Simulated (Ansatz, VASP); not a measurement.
One calculation of Be, two programs

```
Be
1.0
     2.21422    0.00000    0.00000
    -1.10711    1.91757    0.00000
     0.00000    0.00000    3.50000
Be
2
Cartesian
  0.0000 1.2784 0.8750
  1.1071 0.6392 2.6250
```

Alike in both runs: task single point; functional r2SCAN; k mesh 21 × 21 × 12; occupations gaussian, width 0.1 eV; no spin polarisation.

|  | VASP | Ansatz |
| --- | --- | --- |
| version | VASP 6.6.1 | Ansatz 0.2.0 |
| potentials or method | VASP PAW PBE potentials, release 64 (Be), cutoff 520 eV | scalar-relativistic, plane waves, PAW |
| valence electrons in the cell | 4 | 4 |

Ansatz gave:

| Item | Value |
| --- | --- |
| gap on the k mesh at the Fermi level (eV) | none |
| pressure (GPa) | 8.5 |
| traceless stress, the component that is largest in VASP (GPa) | 0.23 |

Question: What did VASP give for the same quantities?

Answer: gap on the k mesh at the Fermi level (eV): none; pressure (GPa): 8.8; traceless stress, the component that is largest in VASP (GPa): 0.30.

VASP's potentials were made for PBE, not for r2SCAN. A gap of «none» marks a metal or a gap that the smearing closes.
